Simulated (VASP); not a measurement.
# C (P6_3/mmc) in VASP: further runs, part 2 of 2

VASP 6.6.1.

### Step 5. Single point, PBEsol+D3(BJ) (engineering shear strain xy +0.0000, normal strain along z -0.0525)

The input, INCAR:

```
ALGO = Normal ; EDIFF = 1E-7
ENCUT = 520 ; GGA = PS
ISIF = 2 ; ISMEAR = 0
IVDW = 12 ; LASPH = True
LCHARG = True ; LELF = True
LREAL = False ; LVHAR = True
LWAVE = False ; NBANDS = 16
NELM = 60 ; PREC = Accurate
SIGMA = 0.15
```

The input, KPOINTS:

```
k-points
0
Gamma
  18 18 6
```

The input, POSCAR:

```
C
1.0
    2.4580081303      0.0000000000      0.0000000000
   -1.2290040652      2.1286974836      0.0000000000
    0.0000000000      0.0000000000      6.2346037605
C
4
Direct
    0.0000000000      0.0000000000      0.0025000000
    0.0000000000      0.0000000000      0.5025000000
    0.3333333333      0.6666666667      0.0025000000
    0.6666666667      0.3333333333      0.5025000000
```

Potentials or basis: VASP PAW PBE potentials, release 64 (C).

Started as:

```console
> cat potpaw_PBE.64/C/POTCAR > POTCAR
> mpirun -np 1 vasp_std > vasp.out
```

OUTCAR:

```text
EDIFF = 1E-7
   ENCUT = 520
   GGA = PS
   ISIF = 2
   ISMEAR = 0
   IVDW = 12
   LASPH = True
   LREAL = False
   NELM = 60
   PREC = Accurate
 IVDW          = 12

 ion  position               nearest neighbor table
   1  0.000  0.000  0.002-   3 1.42   3 1.42   3 1.42
   2  0.000  0.000  0.502-   4 1.42   4 1.42   4 1.42
   3  0.333  0.667  0.002-   1 1.42   1 1.42   1 1.42
   4  0.667  0.333  0.502-   2 1.42   2 1.42   2 1.42

  LATTYP: Found a hexagonal cell.
 ALAT       =     2.4580081303
 C/A-ratio  =     2.5364455405

  Lattice vectors:

 A1 = (   2.4580081303,   0.0000000000,   0.0000000000)
 A2 = (  -1.2290040652,   2.1286974836,   0.0000000000)
 A3 = (   0.0000000000,   0.0000000000,   6.2346037605)

Analysis of symmetry for initial positions (statically):
=====================================================================
 Subroutine PRICEL returns:
 Original cell was already a primitive cell.

 Routine SETGRP: Setting up the symmetry group for a
 hexagonal supercell.

 Subroutine GETGRP returns: Found 24 space group operations
 (whereof  6 operations were pure point group operations)
 out of a pool of 24 trial point group operations.

The static configuration has the point symmetry C_3v.
 The point group associated with its full space group is D_6h.

Analysis of symmetry for dynamics (positions and initial velocities):
=====================================================================
 Subroutine PRICEL returns:
 Original cell was already a primitive cell.

 Routine SETGRP: Setting up the symmetry group for a
 hexagonal supercell.

 Subroutine GETGRP returns: Found 24 space group operations
 (whereof  6 operations were pure point group operations)
 out of a pool of 24 trial point group operations.

The dynamic configuration has the point symmetry C_3v.
 The point group associated with its full space group is D_6h.

 Subroutine INISYM returns: Found 24 space group operations
[... 122 lines left out ...]
  volume/ion in A,a.u.               =       8.16        55.04
  Fermi-wavevector in a.u.,A,eV,Ry     =   1.291059  2.439748 22.678647  1.666834
  Thomas-Fermi vector in A             =   2.422852
   LORBIT       =      0    0 simple, 1 ext, 2 COOP (PROOUT), +10 PAW based schemes
   GGA     = PS    functional components
   LHFCALC =     F    Hartree Fock is set to
   AEXX    =    0.0000 exact exchange contribution
   IVDW    =    12    specifies the selected vdW correction
   LEPSILON=     F    determine dielectric tensor
   LRPA    =     F    only Hartree local field effects (RPA)
 non-spin polarized calculation
 Gauss-broadening in eV      SIGMA  =   0.15
  energy-cutoff  :      520.00
  volume of cell :       32.62
 maximum number of plane-waves:       904
   NGX =  9   NGY =  9   NGZ = 23

 number of electron      15.9999995 magnetization

 Free energy of the ion-electron system (eV)
  ---------------------------------------------------
  ext. energy  EPLUGINS =         0.00000000
  ---------------------------------------------------
  free energy    TOTEN  =       -38.52510698 eV

  energy without entropy =      -38.52392443  energy(sigma->0) =      -38.52451570

 E-fermi :   5.2910     XC(G=0): -11.0753

 val. band max:        5.2705213264   @ k =   0.3333   0.3333   0.1667
 cond. band min:       5.2917214611   @ k =   0.3333   0.3333   0.5000
 fundamental gap:      0.0212001347
 Fermi energy:         5.2910118530

 k-point     1 :       0.0000    0.0000    0.0000
  band No.  band energies     occupation
      1     -14.4645      2.00000
      2     -13.9334      2.00000
      3      -3.6743      2.00000
      4      -0.7992      2.00000
      5       2.3527      2.00000
      6       2.3527      2.00000
[... 433 lines left out ...]
      3      -7.0096      2.00000
      4      -6.7098      2.00000
      5      -1.9621      2.00000
      6      -1.8125      2.00000
[... 8 lines left out ...]
     15      19.0306      0.00000
     16      19.5394      0.00000

 [... further k-points ...]

------------------------ aborting loop because EDIFF is reached ----------------------------------------

 Edisp (eV)   -0.47317

 E8    (eV) :    -0.2300

  FORCE on cell =-STRESS in cart. coord.  units (eV):
  Direction    XX          YY          ZZ          XY          YZ          ZX
  --------------------------------------------------------------------------------------
  -------------------------------------------------------------------------------------
  Total       0.23149     0.23149     0.52967    -0.00000    -0.00000     0.00000
  in kB      11.36954    11.36954    26.01439    -0.00000    -0.00000     0.00000
  external pressure =       16.25 kB  Pullay stress =        0.00 kB

 VOLUME and BASIS-vectors are now :
 -----------------------------------------------------------------------------
  energy-cutoff  :      520.00
  volume of cell :       32.62
      direct lattice vectors                 reciprocal lattice vectors
     2.458008130  0.000000000  0.000000000     0.406833479  0.234885419  0.000000000
    -1.229004065  2.128697484  0.000000000     0.000000000  0.469770838  0.000000000
     0.000000000  0.000000000  6.234603760     0.000000000  0.000000000  0.160395117

 POSITION                                       TOTAL-FORCE (eV/Angst)
 -----------------------------------------------------------------------------------
      0.00000      0.00000      0.01559        -0.000000      0.000000     -0.000000
      0.00000      0.00000      3.13289         0.000000     -0.000000      0.000000
     -0.00000      1.41913      0.01559         0.000000      0.000000      0.000000
      1.22900      0.70957      3.13289        -0.000000      0.000000     -0.000000
 -----------------------------------------------------------------------------------
    total drift:                               -0.000000     -0.000000      0.000024

  FREE ENERGIE OF THE ION-ELECTRON SYSTEM (eV)
  ---------------------------------------------------
  free  energy   TOTEN  =       -38.9982812115 eV

  energy  without entropy=      -38.9970986583  energy(sigma->0) =      -38.99768993
```

OSZICAR:

```text
N       E                     dE             d eps       ncg     rms          rms(c)
DAV:   1     0.252291618516E+02    0.25229E+02   -0.80233E+03  4736   0.943E+02
DAV:   2    -0.384994691495E+02   -0.63729E+02   -0.57875E+02  6752   0.183E+02
DAV:   3    -0.408300919506E+02   -0.23306E+01   -0.23213E+01  5992   0.320E+01
DAV:   4    -0.408472645503E+02   -0.17173E-01   -0.17165E-01  6064   0.329E+00
DAV:   5    -0.408475109382E+02   -0.24639E-03   -0.24638E-03  5928   0.374E-01    0.908E+00
DAV:   6    -0.390735651387E+02    0.17739E+01   -0.11503E+00  5808   0.692E+00    0.525E+00
DAV:   7    -0.385215580081E+02    0.55201E+00   -0.13613E+00  5904   0.768E+00    0.137E+00
DAV:   8    -0.385261881320E+02   -0.46301E-02   -0.73976E-02  5736   0.163E+00    0.295E-01
DAV:   9    -0.385250236495E+02    0.11645E-02   -0.18240E-03  5904   0.305E-01    0.791E-02
DAV:  10    -0.385251247692E+02   -0.10112E-03   -0.36857E-04  5640   0.128E-01    0.671E-02
DAV:  11    -0.385251066529E+02    0.18116E-04   -0.39473E-05  5888   0.424E-02    0.333E-03
DAV:  12    -0.385251070314E+02   -0.37848E-06   -0.13643E-06  5888   0.767E-03    0.261E-03
DAV:  13    -0.385251069815E+02    0.49891E-07   -0.10237E-07  5336   0.259E-03
   1 F= -.38998281E+02 E0= -.38997690E+02  d E =-.118255E-02
```

stdout:

```text
POSCAR found type information on POSCAR C
 POSCAR found :  1 types and       4 ions
 scaLAPACK will be used
 -----------------------------------------------------------------------------
|                                                                             |
|                                                                             |
|     You enforced a specific xc type in the INCAR file but a different       |
|     I HOPE YOU KNOW WHAT YOU ARE DOING!                                     |
|                                                                             |
 -----------------------------------------------------------------------------

 LDA part: xc-table for (Slater+PW92), standard interpolation
 POSCAR, INCAR and KPOINTS ok, starting setup
 FFT: planning ... GRIDC
 FFT: planning ... GRID_SOFT
 FFT: planning ... GRID
 WAVECAR not read
 entering main loop
```

It took 48 s on 1 thread of Intel Xeon 6975P-C, shared host; peak memory 0.19 GiB.

What came out:

| Property | Result |
| --- | --- |
| Free energy | -38.9983 eV |
| Pressure | 1.6 GPa |
| Band gap on the k mesh | zero (band 8 reaches 5.31 eV, above the bottom of band 9 at 5.25 eV) |
| Dispersion energy per atom | -0.118 eV |

Stress tensor (GPa, compression positive):
```
1.14 0.00 0.00
0.00 1.14 0.00
0.00 0.00 2.60
```

Caveat: the cell differs from its parent crystal (engineering shear strain xy +0.0000, normal strain along z -0.0525); the PAW data sets were made with another functional, which shifts forces and pressure a little.

### Step 6. Summary

```tsv
cell	gap on the mesh (eV)	pressure (GPa)
a = 2.458, b = 2.458, c = 6.887 Å, angles 90.0, 90.0, 120.0°, 4 atoms	none	0.4
a = 2.458, b = 2.458, c = 7.041 Å, angles 90.0, 90.0, 120.0°, 4 atoms	none	0.3
a = 2.458, b = 2.458, c = 6.119 Å, angles 90.0, 90.0, 120.0°, 4 atoms	none	2.1
a = 2.458, b = 2.458, c = 6.235 Å, angles 90.0, 90.0, 120.0°, 4 atoms	none	1.6
```

Alike in all rows: task single point; level PBEsol+D3(BJ); potentials or basis VASP PAW PBE potentials, release 64 (C); no spin polarisation; k mesh 18 × 18 × 6; cutoff (eV) 520; smearing gaussian 0.15 eV.

Caveats: the PAW data sets were made with another functional, which shifts forces and pressure a little.

Absolute energies hang on the potentials; compare differences alone.
